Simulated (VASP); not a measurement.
# TiB4 (P6/mmm) in VASP: notebook

Runs on TiB4. Level: PBE+D3(BJ). Tasks: single point, relaxation of cell and atoms.

Program: VASP 6.6.1. These are calculated values, not measurements. Logs are shortened: lines on timing, memory, paths and dates and some standing lists are left out, and cuts for length are marked.

**1. The cell of the first run**

Symmetry: P6/mmm, No. 191, hexagonal system. Conventional cell: a = 3.012 Å, b = 3.012 Å, c = 4.987 Å, α = 90.00°, β = 90.00°, γ = 120.00°. Within 3.1 Å of Ti (site symmetry 6/mmm) lie 12 B at 2.33 Å and 6 Ti at 3.01 Å. B (site symmetry 3m) has 4 B at 1.74 to 1.89 Å and 3 Ti at 2.33 Å within 2.4 Å.

**2. Single point, PBE+D3(BJ)**

File INCAR:

```
  PREC = Accurate
  ENCUT = 520
  EDIFF = 1E-7
  ISMEAR = 0
  SIGMA = 0.1
  LREAL = F
  LASPH = T
  NELM = 80
  ALGO = Normal
  ISIF = 2
  LWAVE = F
  LCHARG = F
  GGA = PE
  IVDW = 12
  NBANDS = 20
```

File KPOINTS:

```
Automatic mesh
0
Gamma
  6 6 4
```

File POSCAR:

```
TiB4
1.0
    3.0116766011      0.0000000000      0.0000000000
   -1.5058383006      2.6081884446      0.0000000000
    0.0000000000      0.0000000000      4.9873992613
Ti B
1 4
Direct
    0.0000000000      0.0000000000      0.0000000000
    0.3333333333      0.6666666667      0.6899294738
    0.6666666667      0.3333333333      0.6899294738
    0.3333333333      0.6666666667      0.3100705262
    0.6666666667      0.3333333333      0.3100705262
```

Potentials or basis: VASP PAW PBE potentials, release 64 (Ti_sv, B).

Run with:

```console
cat potpaw_PBE.64/Ti_sv/POTCAR potpaw_PBE.64/B/POTCAR > POTCAR
mpirun -np 1 vasp_std > vasp.out
```

OUTCAR:

```text
PREC = Accurate
   ENCUT = 520
   EDIFF = 1E-7
   ISMEAR = 0
   LREAL = F
   LASPH = T
   NELM = 80
   ISIF = 2
   GGA = PE
   IVDW = 12
 IVDW          = 12

 ion  position               nearest neighbor table
   1  0.000  0.000  0.000-   2 2.33   3 2.33   4 2.33   5 2.33   3 2.33   5 2.33   2 2.33   4 2.33
                             3 2.33   5 2.33   2 2.33   4 2.33
   2  0.333  0.667  0.690-   3 1.74   3 1.74   3 1.74   4 1.89   1 2.33   1 2.33   1 2.33
   3  0.667  0.333  0.690-   2 1.74   2 1.74   2 1.74   5 1.89   1 2.33   1 2.33   1 2.33
   4  0.333  0.667  0.310-   5 1.74   5 1.74   5 1.74   2 1.89   1 2.33   1 2.33   1 2.33
   5  0.667  0.333  0.310-   4 1.74   4 1.74   4 1.74   3 1.89   1 2.33   1 2.33   1 2.33

  LATTYP: Found a hexagonal cell.
 ALAT       =     3.0116766011
 C/A-ratio  =     1.6560208555

  Lattice vectors:

 A1 = (   3.0116766011,   0.0000000000,   0.0000000000)
 A2 = (  -1.5058383006,   2.6081884446,   0.0000000000)
 A3 = (   0.0000000000,   0.0000000000,   4.9873992613)

Analysis of symmetry for initial positions (statically):
=====================================================================
 Subroutine PRICEL returns:
 Original cell was already a primitive cell.

 Routine SETGRP: Setting up the symmetry group for a
 hexagonal supercell.

 Subroutine GETGRP returns: Found 24 space group operations
 (whereof 24 operations were pure point group operations)
 out of a pool of 24 trial point group operations.

The static configuration has the point symmetry D_6h.

Analysis of symmetry for dynamics (positions and initial velocities):
=====================================================================
 Subroutine PRICEL returns:
 Original cell was already a primitive cell.

 Routine SETGRP: Setting up the symmetry group for a
 hexagonal supercell.

 Subroutine GETGRP returns: Found 24 space group operations
 (whereof 24 operations were pure point group operations)
 out of a pool of 24 trial point group operations.

The dynamic configuration has the point symmetry D_6h.

 Subroutine INISYM returns: Found 24 space group operations
 (whereof 24 operations are pure point group operations),
 and found     1 'primitive' translations

----------------------------------------------------------------------------------------

                                     Primitive cell

  volume of cell :      39.1761

  direct lattice vectors                    reciprocal lattice vectors
     3.011676601  0.000000000  0.000000000     0.332040963  0.191703940  0.000000000
    -1.505838301  2.608188445  0.000000000     0.000000000  0.383407879  0.000000000
     0.000000000  0.000000000  4.987399261     0.000000000  0.000000000  0.200505303

  length of vectors
     3.011676601  3.011676601  4.987399261     0.383407879  0.383407879  0.200505303

  position of ions in fractional coordinates (direct lattice)
     0.000000000  0.000000000  0.000000000
     0.333333333  0.666666667  0.689929474
     0.666666667  0.333333333  0.689929474
     0.333333333  0.666666667  0.310070526
     0.666666667  0.333333333  0.310070526

  ion indices of the primitive-cell ions
   primitive index   ion index
                 1           1
                 2           2
                 3           3
                 4           4
                 5           5

----------------------------------------------------------------------------------------

 KPOINTS: Automatic mesh

Automatic generation of k-mesh.
 Grid dimensions read from file:
 generate k-points for:    6    6    4

 Generating k-lattice:

  Cartesian coordinates                     Fractional coordinates (reciprocal lattice)
     0.055340161  0.031950657  0.000000000     0.166666667  0.000000000  0.000000000
     0.000000000  0.063901313  0.000000000     0.000000000  0.166666667  0.000000000
     0.000000000  0.000000000  0.050126326     0.000000000  0.000000000  0.250000000

  Length of vectors
     0.063901313  0.063901313  0.050126326

  Shift w.r.t. Gamma in fractional coordinates (k-lattice)
     0.000000000  0.000000000  0.000000000

 Subroutine IBZKPT returns following result:
 ===========================================

 Found     21 irreducible k-points:

 Following reciprocal coordinates:
            Coordinates               Weight
  0.000000  0.000000  0.000000      1.000000
  0.166667  0.000000  0.000000      6.000000
  0.333333  0.000000  0.000000      6.000000
  0.500000  0.000000  0.000000      3.000000
  0.166667  0.166667  0.000000      6.000000
  0.333333  0.166667  0.000000     12.000000
[... 13 lines left out ...]
  0.333333  0.166667  0.500000     12.000000
  0.333333  0.333333  0.500000      2.000000
   k-points           NKPTS =     21   k-points in BZ     NKDIM =     21   number of bands    NBANDS=     20
   number of dos      NEDOS =    301   number of ions     NIONS =      5
   total plane-waves  NPLWV =  23040
   dimension x,y,z NGX =    24 NGY =   24 NGZ =   40
   dimension x,y,z NGXF=    48 NGYF=   48 NGZF=   80
   ions per type =               1   4
   NGX,Y,Z   is equivalent  to a cutoff of  13.25, 13.25, 13.33 a.u.
   NGXF,Y,Z  is equivalent  to a cutoff of  26.50, 26.50, 26.67 a.u.
 SYSTEM =  unknown system
   PREC   = accura    normal or accurate (medium, high low for compatibility)
   ISTART =      0    job   : 0-new  1-cont  2-samecut
   ICHARG =      2    charge: 1-file 2-atom 10-const
   ISPIN  =      1    spin polarized calculation?
   LNONCOLLINEAR =      F non collinear calculations
   LSORBIT =      F    spin-orbit coupling
   LASPH  =      T    aspherical Exc in radial PAW
   ENCUT  =  520.0 eV  38.22 Ry    6.18 a.u.   5.60  5.60  9.27*2*pi/ulx,y,z
   NELM   =     80;   NELMIN=  2; NELMDL= -5     # of ELM steps
   EDIFF  = 0.1E-06   stopping-criterion for ELM
   LREAL  =      F    real-space projection
   EDIFFG = 0.1E-05   stopping-criterion for IOM
   NSW    =      0    number of steps for IOM
   IBRION =     -1    ionic relax: 0-MD 1-quasi-New 2-CG
   NFREE  =      0    steps in history (QN), initial steepest desc. (CG)
   ISIF   =      2    stress and relaxation
   ISYM   =      2    0-nonsym 1-usesym 2-fastsym
   POTIM  = 0.5000    time-step for ionic-motion
   TEBEG  =    0.0;   TEEND  =   0.0 temperature during run
   PSTRESS=    0.0 pullay stress
   NELECT =      24.0000    total number of electrons
   NUPDOWN=      -1.0000    fix difference up-down
   EMIN   =  10.00;   EMAX   =-10.00  energy-range for DOS
   EFERMI =   0.00;   METHOD = LEGACY
   ISMEAR =     0;   SIGMA  =   0.10  broadening in eV -4-tet -1-fermi 0-gaus
   EFERMI_NEDOS =   21; number of points for ismear=-14 and -15
   IALGO  =     38    algorithm
   IMIX   =      4    mixing-type and parameters
     AMIX     =   0.40;   BMIX     =  1.00
     AMIX_MAG =   1.60;   BMIX_MAG =  1.00
  volume/ion in A,a.u.               =       7.84        52.87
  Fermi-wavevector in a.u.,A,eV,Ry     =   1.390395  2.627465 26.302747  1.933197
  Thomas-Fermi vector in A             =   2.514334
   LORBIT       =      0    0 simple, 1 ext, 2 COOP (PROOUT), +10 PAW based schemes
   GGA     = PE    functional components
   LHFCALC =     F    Hartree Fock is set to
   AEXX    =    0.0000 exact exchange contribution
   IVDW    =    12    specifies the selected vdW correction
   LEPSILON=     F    determine dielectric tensor
   LRPA    =     F    only Hartree local field effects (RPA)
 non-spin polarized calculation
 Gauss-broadening in eV      SIGMA  =   0.10
  energy-cutoff  :      520.00
  volume of cell :       39.18
 maximum number of plane-waves:      1099
 NGX is ok and might be reduce to    24
   NGX = 11   NGY = 11   NGZ = 19

 number of electron      24.0000002 magnetization

 Free energy of the ion-electron system (eV)
  ---------------------------------------------------
  ext. energy  EPLUGINS =         0.00000000
  ---------------------------------------------------
  free energy    TOTEN  =       -36.81022891 eV

  energy without entropy =      -36.80087136  energy(sigma->0) =      -36.80555013

 E-fermi :   8.7030     XC(G=0): -12.5037

 val. band max:        8.6967837915   @ k =   0.3333   0.1667   0.5000
 cond. band min:       8.7092119990   @ k =   0.0000   0.0000   0.2500
 fundamental gap:      0.0124282074
 Fermi energy:         8.7030287913

 k-point     1 :       0.0000    0.0000    0.0000
  band No.  band energies     occupation
      1     -47.8703      2.00000
      2     -24.2823      2.00000
      3     -23.9461      2.00000
      4     -23.9460      2.00000
      5      -5.7226      2.00000
      6      -0.5992      2.00000
[... 12 lines left out ...]
     19      14.2905      0.00000
     20      14.2905      0.00000

 k-point     2 :       0.1667    0.0000    0.0000
  band No.  band energies     occupation
      1     -47.8553      2.00000
      2     -24.2595      2.00000
      3     -24.0583      2.00000
      4     -23.9711      2.00000
      5      -5.2243      2.00000
      6      -0.3677      2.00000
[... 12 lines left out ...]
     19      15.7896      0.00000
     20      16.4455      0.00000

 k-point     3 :       0.3333    0.0000    0.0000
  band No.  band energies     occupation
      1     -47.8251      2.00000
      2     -24.2775      2.00000
      3     -24.2137      2.00000
      4     -24.0208      2.00000
      5      -3.7823      2.00000
      6       0.3170      2.00000
[... 12 lines left out ...]
     19      16.2930      0.00000
     20      17.3138      0.00000

 k-point     4 :       0.5000    0.0000    0.0000
  band No.  band energies     occupation
      1     -47.8100      2.00000
      2     -24.3845      2.00000
      3     -24.1906      2.00000
      4     -24.0455      2.00000
      5      -1.8416      2.00000
      6      -1.0763      2.00000
[... 360 lines left out ...]
 k-point    20 :       0.3333    0.1667    0.5000
  band No.  band energies     occupation
      1     -47.8100      2.00000
      2     -24.3280      2.00000
      3     -24.1922      2.00000
      4     -24.1040      2.00000
      5      -2.3187      2.00000
      6       0.4702      2.00000
[... 12 lines left out ...]
     19      15.4122      0.00000
     20      17.7474      0.00000

 k-point    21 :       0.3333    0.3333    0.5000
  band No.  band energies     occupation
      1     -47.8024      2.00000
      2     -24.2500      2.00000
      3     -24.2500      2.00000
      4     -24.1805      2.00000
      5      -0.7527      2.00000
      6      -0.7527      2.00000
[... 12 lines left out ...]
     19      15.9858      0.00000
     20      19.2026      0.00000

------------------------ aborting loop because EDIFF is reached ----------------------------------------

 Edisp (eV)   -1.68913

 E8    (eV) :    -0.6579

  FORCE on cell =-STRESS in cart. coord.  units (eV):
  Direction    XX          YY          ZZ          XY          YZ          ZX
  --------------------------------------------------------------------------------------
  -------------------------------------------------------------------------------------
  Total       0.04980     0.04980     0.01288    -0.00000     0.00000    -0.00000
  in kB       2.03652     2.03652     0.52662    -0.00000     0.00000    -0.00000
  external pressure =        1.53 kB  Pullay stress =        0.00 kB

 VOLUME and BASIS-vectors are now :
 -----------------------------------------------------------------------------
  energy-cutoff  :      520.00
  volume of cell :       39.18
      direct lattice vectors                 reciprocal lattice vectors
     3.011676601  0.000000000  0.000000000     0.332040963  0.191703940  0.000000000
    -1.505838301  2.608188445  0.000000000     0.000000000  0.383407879  0.000000000
     0.000000000  0.000000000  4.987399261     0.000000000  0.000000000  0.200505303

 POSITION                                       TOTAL-FORCE (eV/Angst)
 -----------------------------------------------------------------------------------
      0.00000      0.00000      0.00000         0.000000      0.000000      0.000000
     -0.00000      1.73879      3.44095        -0.000000      0.000000     -0.006288
      1.50584      0.86940      3.44095        -0.000000      0.000000     -0.006288
     -0.00000      1.73879      1.54645         0.000000      0.000000      0.006288
      1.50584      0.86940      1.54645         0.000000     -0.000000      0.006288
 -----------------------------------------------------------------------------------
    total drift:                                0.000000      0.000000     -0.000000

  FREE ENERGIE OF THE ION-ELECTRON SYSTEM (eV)
  ---------------------------------------------------
  free  energy   TOTEN  =       -38.4993562388 eV

  energy  without entropy=      -38.4899986856  energy(sigma->0) =      -38.49467746
```

It took 39 s on 1 thread of Intel Xeon 8259CL, shared host; peak memory 0.18 GiB.

What came out:

```
Free energy                : -38.4994 eV
Pressure                   : 0.2 GPa
Largest force              : 0.006 eV/Å
Band gap on the k mesh     : zero (bands 12 and 13 overlap by 1.04 eV)
Dispersion energy per atom : -0.338 eV
```

Forces in eV/Å, atoms in the order of the input:
```
Ti   0.000  0.000  0.000
B    0.000  0.000 -0.006
B    0.000  0.000 -0.006
B    0.000  0.000  0.006
B    0.000  0.000  0.006
```

Caveat: the k points lie up to 0.40 Å⁻¹ apart, too coarse for converged energies and pressures of a metal.

**3. Single point, PBE+D3(BJ)**

This run uses another cell than the first one, of 10.42 Å³/atom.

File INCAR:

```
SYSTEM = TiB4
PREC = Accurate ; ENCUT = 520
EDIFF = 1E-6 ; ISMEAR = 0
SIGMA = 0.1 ; LREAL = .False.
LASPH = .True. ; NELM = 100
ALGO = Normal ; ISIF = 2
LWAVE = .False. ; LCHARG = .False.
GGA = PE ; IVDW = 12
NBANDS = 20
```

File KPOINTS:

```
Automatic mesh
0
Gamma
  6 6 4
  0 0 0
```

File POSCAR:

```
TiB4
1.0
    3.1000000000      0.0000000000      0.0000000000
   -1.5500000000      2.6846787500      0.0000000000
    0.0000000000      0.0000000000      6.2600000000
Ti B
1 4
Direct
    0.0000000000      0.0000000000      0.0000000000
    0.3333333300      0.6666666700      0.7444089500
    0.6666666700      0.3333333300      0.7444089500
    0.3333333300      0.6666666700      0.2555910500
    0.6666666700      0.3333333300      0.2555910500
```

Potentials or basis: VASP PAW PBE potentials, release 64 (Ti_sv, B).

Run with:

```console
cat potpaw_PBE.64/Ti_sv/POTCAR potpaw_PBE.64/B/POTCAR > POTCAR
mpirun -np 1 vasp_std > vasp.out
```

It took 46 s on 1 thread of Intel Xeon 8259CL, shared host; peak memory 0.19 GiB.

It converged, with:

| Item | Value |
| --- | --- |
| Free energy | -36.4313 eV |
| Pressure | -19.4 GPa |
| Largest force | 0.164 eV/Å |
| Band gap on the k mesh | zero (bands 12 and 13 overlap by 0.80 eV) |
| Dispersion energy per atom | -0.249 eV |

Forces on the atoms (eV/Å):
```
Ti   0.000  0.000  0.000
B    0.000  0.000  0.164
B    0.000  0.000  0.164
B    0.000  0.000 -0.164
B    0.000  0.000 -0.164
```

Stress tensor (GPa, compression positive):
```
-17.27   0.00   0.00
  0.00 -17.27   0.00
  0.00   0.00 -23.74
```

Levels at points of the mesh, in eV from the Fermi level:
| k point | band 8 | band 9 | band 10 | band 11 | band 12 | band 13 | band 14 | band 15 | band 16 | band 17 |
| --- | --- | --- | --- | --- | --- | --- | --- | --- | --- | --- |
| (0.00, 0.00, 0.00) | -1.44 | -1.44 | -0.23 | 0.27 | 0.61 | 0.61 | 0.80 | 0.80 | 2.95 | 2.95 |
| (0.50, 0.00, 0.00) | -6.03 | -2.90 | -2.32 | -2.05 | -1.71 | 0.32 | 1.85 | 2.66 | 3.50 | 4.18 |
| (0.00, 0.00, 0.50) | -2.97 | -1.38 | -1.38 | 0.43 | 0.43 | 0.79 | 0.79 | 1.48 | 3.11 | 3.11 |
| (0.50, 0.00, 0.50) | -6.51 | -3.03 | -1.95 | -1.84 | -1.54 | 0.14 | 2.59 | 2.66 | 2.81 | 3.30 |

Caveat: the k points lie up to 0.39 Å⁻¹ apart, too coarse for converged energies and pressures of a metal.

(Continued in part 2 of 2.)

The gap in the log of VASP goes by the Fermi energy; the results here count the filled bands.